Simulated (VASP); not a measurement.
# LuSnRh4 (F-43m) in VASP: single point with r2SCAN

Aim: the single point of LuSnRh4 with r2SCAN.

Everything below comes from runs of VASP 6.6.1. Logs are shortened: lines on timing, memory, paths and dates and some standing lists are left out, and cuts for length are marked.

### Step 1. The cell of the first run

It takes space group F-43m (No. 216, cubic). Conventional cell: a = 7.159 Å, b = 7.159 Å, c = 7.159 Å, α = 90.00°, β = 90.00°, γ = 90.00°. Lu (site symmetry -43m) has 12 Rh at 2.97 Å and 4 Sn at 3.10 Å within 3.9 Å. Within 3.9 Å of Sn (site symmetry -43m) lie 12 Rh at 2.96 Å and 4 Lu at 3.10 Å. Rh (site symmetry 3m) has 6 Rh at 2.49 to 2.57 Å and 3 Sn at 2.96 Å and 3 Lu at 2.97 Å within 3.3 Å.

### Step 2. Single point, r2SCAN

File POSCAR:

```
LuSnRh4
1.0
    0.0000000000      3.5794190000      3.5794190000
    3.5794190000      0.0000000000      3.5794190000
    3.5794190000      3.5794190000      0.0000000000
Lu Sn Rh
1 1 4
Direct
    0.0000000000      0.0000000000      0.0000000000
    0.2500000000      0.2500000000      0.2500000000
    0.6230000000      0.6230000000      0.6230000000
    0.1310000000      0.6230000000      0.6230000000
    0.6230000000      0.6230000000      0.1310000000
    0.6230000000      0.1310000000      0.6230000000
```

File INCAR.step1:

```
SYSTEM = LuSnRh4
PREC = Accurate ; ENCUT = 680
ISMEAR = -1 ; SIGMA = 0.0231
LREAL = .FALSE. ; LASPH = .TRUE.
NELM = 120 ; NBANDS = 62
GGA = PE ; ALGO = Normal
EDIFF = 1E-5 ; LWAVE = .TRUE.
LCHARG = .FALSE. ; GGA_COMPAT = .FALSE.
```

File INCAR.step2:

```
SYSTEM = LuSnRh4
PREC = Accurate ; ENCUT = 680
EDIFF = 1E-6 ; ISMEAR = -1
SIGMA = 0.0231 ; LREAL = .FALSE.
LASPH = .TRUE. ; NELM = 120
ALGO = Normal ; ISIF = 2
LWAVE = .FALSE. ; LCHARG = .FALSE.
METAGGA = R2SCAN ; LMIXTAU = .TRUE.
NBANDS = 62 ; ISTART = 1
GGA_COMPAT = .FALSE.
```

File KPOINTS:

```
Automatic mesh
0
G
  4 4 4
  0 0 0
```

Potentials or basis: VASP PAW PBE potentials, release 64 (Lu, Sn_d, Rh_sv_GW).

The run is started by

```bash
$ cat potpaw_PBE.64/Lu/POTCAR potpaw_PBE.64/Sn_d/POTCAR potpaw_PBE.64/Rh_sv_GW/POTCAR > POTCAR
$ cp INCAR.step1 INCAR
$ mpirun -np 1 vasp_std > vasp.out
$ cp INCAR.step2 INCAR
$ mpirun -np 1 vasp_std > vasp.out
```

OUTCAR:

```text
SYSTEM = LuSnRh4
   PREC = Accurate
   ENCUT = 680
   EDIFF = 1E-6
   ISMEAR = -1
   LREAL = .FALSE.
   LASPH = .TRUE.
   NELM = 120
   ISIF = 2
   METAGGA = R2SCAN
   ISTART = 1

 ion  position               nearest neighbor table
   1  0.000  0.000  0.000-   6 2.97   4 2.97   5 2.97   5 2.97   4 2.97   6 2.97   3 2.97   3 2.97
                             3 2.97   5 2.97   4 2.97   6 2.97   2 3.10   2 3.10   2 3.10   2 3.10
   2  0.250  0.250  0.250-   4 2.96   5 2.96   6 2.96   3 2.96   3 2.96   3 2.96   4 2.96   4 2.96
                             5 2.96   6 2.96   5 2.96   6 2.96   1 3.10   1 3.10   1 3.10   1 3.10
   3  0.623  0.623  0.623-   4 2.49   5 2.49   6 2.49   4 2.57   6 2.57   5 2.57   2 2.96   2 2.96
                             2 2.96   1 2.97   1 2.97   1 2.97
   4  0.131  0.623  0.623-   3 2.49   5 2.49   6 2.49   6 2.57   5 2.57   3 2.57   2 2.96   2 2.96
                             2 2.96   1 2.97   1 2.97   1 2.97
   5  0.623  0.623  0.131-   3 2.49   4 2.49   6 2.49   6 2.57   4 2.57   3 2.57   2 2.96   2 2.96
                             2 2.96   1 2.97   1 2.97   1 2.97
   6  0.623  0.131  0.623-   3 2.49   4 2.49   5 2.49   4 2.57   5 2.57   3 2.57   2 2.96   2 2.96
                             2 2.96   1 2.97   1 2.97   1 2.97

  LATTYP: Found a face centered cubic cell.
 ALAT       =     7.1588380000

  Lattice vectors:

 A1 = (   0.0000000000,   3.5794190000,   3.5794190000)
 A2 = (   3.5794190000,   0.0000000000,   3.5794190000)
 A3 = (   3.5794190000,   3.5794190000,   0.0000000000)

Analysis of symmetry for initial positions (statically):
=====================================================================
 Subroutine PRICEL returns:
 Original cell was already a primitive cell.

 Routine SETGRP: Setting up the symmetry group for a
 face centered cubic supercell.

 Subroutine GETGRP returns: Found 24 space group operations
 (whereof 24 operations were pure point group operations)
 out of a pool of 48 trial point group operations.

The static configuration has the point symmetry T_d .

Analysis of symmetry for dynamics (positions and initial velocities):
=====================================================================
 Subroutine PRICEL returns:
 Original cell was already a primitive cell.

 Routine SETGRP: Setting up the symmetry group for a
 face centered cubic supercell.

 Subroutine GETGRP returns: Found 24 space group operations
 (whereof 24 operations were pure point group operations)
 out of a pool of 48 trial point group operations.

The dynamic configuration has the point symmetry T_d .

[... 93 lines left out ...]
   IBRION =     -1    ionic relax: 0-MD 1-quasi-New 2-CG
   NFREE  =      0    steps in history (QN), initial steepest desc. (CG)
   ISIF   =      2    stress and relaxation
   ISYM   =      2    0-nonsym 1-usesym 2-fastsym
   POTIM  = 0.5000    time-step for ionic-motion
   TEBEG  =    0.0;   TEEND  =   0.0 temperature during run
   PSTRESS=    0.0 pullay stress
   NELECT =     107.0000    total number of electrons
   NUPDOWN=      -1.0000    fix difference up-down
   EMIN   =  10.00;   EMAX   =-10.00  energy-range for DOS
   EFERMI =   0.00;   METHOD = LEGACY
   ISMEAR =    -1;   SIGMA  =   0.02  broadening in eV -4-tet -1-fermi 0-gaus
   EFERMI_NEDOS =   21; number of points for ismear=-14 and -15
   IALGO  =     38    algorithm
   IMIX   =      4    mixing-type and parameters
     AMIX     =   0.40;   BMIX     =  1.00
     AMIX_MAG =   1.60;   BMIX_MAG =  1.00
  volume/ion in A,a.u.               =      15.29       103.16
  Fermi-wavevector in a.u.,A,eV,Ry     =   1.723377  3.256710 40.409674  2.970027
  Thomas-Fermi vector in A             =   2.799265
   LORBIT       =      0    0 simple, 1 ext, 2 COOP (PROOUT), +10 PAW based schemes
   METAGGA = R2SCAN    functional components
   LHFCALC =     F    Hartree Fock is set to
   AEXX    =    0.0000 exact exchange contribution
   IVDW    =     0    specifies the selected vdW correction
   LEPSILON=     F    determine dielectric tensor
   LRPA    =     F    only Hartree local field effects (RPA)
 non-spin polarized calculation
  energy-cutoff  :      680.00
  volume of cell :       91.72
 maximum number of plane-waves:      3709
 NGX is ok and might be reduce to    48
   NGX = 21   NGY = 21   NGZ = 21

 number of electron     107.0000006 magnetization

 Free energy of the ion-electron system (eV)
  ---------------------------------------------------
  ext. energy  EPLUGINS =         0.00000000
  ---------------------------------------------------
  free energy    TOTEN  =      -158.09936410 eV

  energy without entropy =     -158.08257692  energy(sigma->0) =     -158.09097051

 E-fermi :   9.9467     XC(G=0): -14.7062

 val. band max:        9.9425102602   @ k =  -0.2500   0.5000   0.2500
 cond. band min:       9.9558394375   @ k =   0.2500   0.2500   0.0000
 fundamental gap:      0.0133291773
 Fermi energy:         9.9466627645

 k-point     1 :       0.0000    0.0000    0.0000
  band No.  band energies     occupation
      1     -70.8097      2.00000
      2     -70.6294      2.00000
      3     -70.6294      2.00000
      4     -70.6294      2.00000
      5     -47.2120      2.00000
      6     -38.8015      2.00000
[... 509 lines left out ...]
     61      14.8992      0.00000
     62      16.3540      0.00000

------------------------ aborting loop because EDIFF is reached ----------------------------------------

  FORCE on cell =-STRESS in cart. coord.  units (eV):
  Direction    XX          YY          ZZ          XY          YZ          ZX
  --------------------------------------------------------------------------------------
  -------------------------------------------------------------------------------------
  Total       11.8715125     11.8715125     11.8715125      0.0000000      0.0000000      0.0000000
  in kB      207.3714783    207.3714783    207.3714783      0.0000000      0.0000000      0.0000000
  external PRESSURE =     207.3714783 kB  Pullay stress =       0.0000000 kB

 VOLUME and BASIS-vectors are now :
 -----------------------------------------------------------------------------
  energy-cutoff  :      680.00
  volume of cell :       91.72
      direct lattice vectors                 reciprocal lattice vectors
     0.000000000  3.579419000  3.579419000    -0.139687474  0.139687474  0.139687474
     3.579419000  0.000000000  3.579419000     0.139687474 -0.139687474  0.139687474
     3.579419000  3.579419000  0.000000000     0.139687474  0.139687474 -0.139687474

 POSITION                                       TOTAL-FORCE (eV/Angst)
 -----------------------------------------------------------------------------------
      0.00000      0.00000      0.00000         0.000000      0.000000      0.000000
      1.78971      1.78971      1.78971         0.000000      0.000000      0.000000
      4.45996      4.45996      4.45996         0.415500      0.415500      0.415500
      4.45996      2.69888      2.69888         0.415500     -0.415500     -0.415500
      2.69888      2.69888      4.45996        -0.415500     -0.415500      0.415500
      2.69888      4.45996      2.69888        -0.415500      0.415500     -0.415500
 -----------------------------------------------------------------------------------
    total drift:                               -0.000000     -0.000000     -0.000000

  FREE ENERGIE OF THE ION-ELECTRON SYSTEM (eV)
  ---------------------------------------------------
  free  energy   TOTEN  =      -158.0993641005 eV

  energy  without entropy=     -158.0825769225  energy(sigma->0) =     -158.09097051
```

OUTCAR.step1:

```text
SYSTEM = LuSnRh4
   PREC = Accurate
   ENCUT = 680
   ISMEAR = -1
   LREAL = .FALSE.
   LASPH = .TRUE.
[... 743 lines left out ...]
      4.45996      2.69888      2.69888         0.497227     -0.497227     -0.497227
      2.69888      2.69888      4.45996        -0.497227     -0.497227      0.497227
      2.69888      4.45996      2.69888        -0.497227      0.497227     -0.497227
 -----------------------------------------------------------------------------------
    total drift:                               -0.000000     -0.000000     -0.000000

  FREE ENERGIE OF THE ION-ELECTRON SYSTEM (eV)
  ---------------------------------------------------
  free  energy   TOTEN  =       -35.6908821285 eV

  energy  without entropy=      -35.6727685382  energy(sigma->0) =      -35.68182533
```

OSZICAR.step1:

```text
N       E                     dE             d eps       ncg     rms          rms(c)
DAV:   1     0.251549612438E+04    0.25155E+04   -0.60041E+04  1502   0.553E+03
DAV:   2     0.521695133576E+03   -0.19938E+04   -0.19227E+04  1144   0.158E+03
DAV:   3     0.294068659837E+02   -0.49229E+03   -0.47654E+03  1400   0.566E+02
DAV:   4    -0.363877266773E+02   -0.65795E+02   -0.61028E+02  1464   0.192E+02
DAV:   5    -0.427893698313E+02   -0.64016E+01   -0.60137E+01  1760   0.532E+01    0.115E+02
DAV:   6    -0.387778716570E+02    0.40115E+01   -0.84784E+01  1544   0.968E+01    0.392E+01
DAV:   7    -0.368262801121E+02    0.19516E+01   -0.31117E+01  1520   0.164E+02    0.430E+01
DAV:   8    -0.360714769477E+02    0.75480E+00   -0.96495E+00  1616   0.285E+01    0.840E+00
DAV:   9    -0.356903352303E+02    0.38114E+00   -0.14555E+00  1560   0.155E+01    0.222E+00
DAV:  10    -0.356802547314E+02    0.10080E-01   -0.48915E-01  1608   0.236E+01    0.172E+00
DAV:  11    -0.356841213171E+02   -0.38666E-02   -0.23988E-01  1696   0.897E+00    0.114E+00
DAV:  12    -0.356911521922E+02   -0.70309E-02   -0.70518E-02  1504   0.176E+00    0.502E-01
DAV:  13    -0.356937598142E+02   -0.26076E-02   -0.41322E-02  1392   0.782E+00    0.838E-01
DAV:  14    -0.356906440556E+02    0.31158E-02   -0.10127E-02  1384   0.400E+00    0.157E-01
DAV:  15    -0.356907629586E+02   -0.11890E-03   -0.30114E-03  1640   0.952E-01    0.987E-02
DAV:  16    -0.356908735338E+02   -0.11058E-03   -0.12285E-03  1432   0.220E-01    0.348E-02
DAV:  17    -0.356908872208E+02   -0.13687E-04   -0.19315E-04   928   0.203E-01    0.499E-02
DAV:  18    -0.356908821285E+02    0.50924E-05   -0.53767E-05   870   0.244E-01
   1 F= -.35690882E+02 E0= -.35681825E+02  d E =-.181136E-01
```

Run time: 9.8 min. Hardware: 1 thread of Intel Xeon Platinum 8259CL at 2.50GHz (Skylake/Cascade Lake), shared host; peak memory 0.41 GiB.

What came out:

```yaml
Free_energy: -158.0994 eV
Pressure: 20.7 GPa
Largest_force: 0.720 eV/Å
Band_gap_on_the_k_mesh: zero (an odd number of electrons rules out a gap without spin polarisation)
```

Forces in eV/Å, atoms in the order of the input:
```
Lu   0.000  0.000  0.000
Sn   0.000  0.000  0.000
Rh   0.415  0.415  0.415
Rh   0.415 -0.415 -0.415
Rh  -0.415 -0.415  0.415
Rh  -0.415  0.415 -0.415
```

Levels at points of the mesh, in eV from the Fermi level:
| k point | band 50 | band 51 | band 52 | band 53 | band 54 | band 55 | band 56 | band 57 |
| --- | --- | --- | --- | --- | --- | --- | --- | --- |
| (0.00, 0.00, 0.00) | -0.79 | -0.26 | -0.26 | -0.26 | -0.01 | 1.52 | 1.52 | 1.98 |
| (0.50, 0.00, 0.00) | -0.89 | -0.89 | -0.49 | -0.49 | 0.98 | 0.98 | 1.18 | 1.97 |
| (0.50, 0.50, 0.00) | -2.25 | -0.73 | -0.73 | -0.73 | -0.71 | -0.52 | 1.57 | 2.18 |

Caveat: the k points lie up to 0.38 Å⁻¹ apart, too coarse for converged energies and pressures of a metal; the PAW data sets were made with another functional, which shifts forces and pressure a little; spin-orbit coupling is left out, which moves the levels of the heavy elements.
